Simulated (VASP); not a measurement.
KZnF3, 5 atoms in the cell. Symmetry: Pm-3m, No. 221, cubic system. The conventional cell has a = 4.050 Å, b = 4.050 Å, c = 4.050 Å, α = 90.00°, β = 90.00°, γ = 90.00°. K (site symmetry m-3m) has 12 F at 2.86 Å and 8 Zn at 3.51 Å within 3.8 Å. Zn (site symmetry m-3m) has 6 F at 2.02 Å within 2.7 Å. Within 2.7 Å of F (site symmetry 4/mmm) lie 2 Zn at 2.02 Å. 

| Property | Result |
| --- | --- |
| Program | VASP 6.6.1 |
| Task | electric field gradients |
| Functional | LDA |
| Potentials or basis | VASP PAW LDA potentials, release 64 (K_sv, Zn, F) |
| Cutoff | 520 eV |
| k mesh | 6 × 6 × 6 |
| Occupations | fermi-dirac, width 0.02 eV |
| Spin | no spin polarisation |
| Dipole correction | no |
| Further INCAR settings | ALGO = Normal; EDIFF = 1e-08; NBANDS = 29 |

Potentials or basis: VASP PAW LDA potentials, release 64 (K_sv, Zn, F).

Launch:

```bash
$ cat potpaw_LDA.64/K_sv/POTCAR potpaw_LDA.64/Zn/POTCAR potpaw_LDA.64/F/POTCAR > POTCAR
$ mpirun -np 1 vasp_std > vasp.out
```

Hardware: 1 thread of Oxide Virtual Turin-like Processor, on a shared host.

Estimate the wall time of this run.

Run time: 55 s on 1 thread of Oxide Virtual Turin-like Processor (shared host), peak memory 0.13 GiB. Counts: scf iterations 18, k points 20.
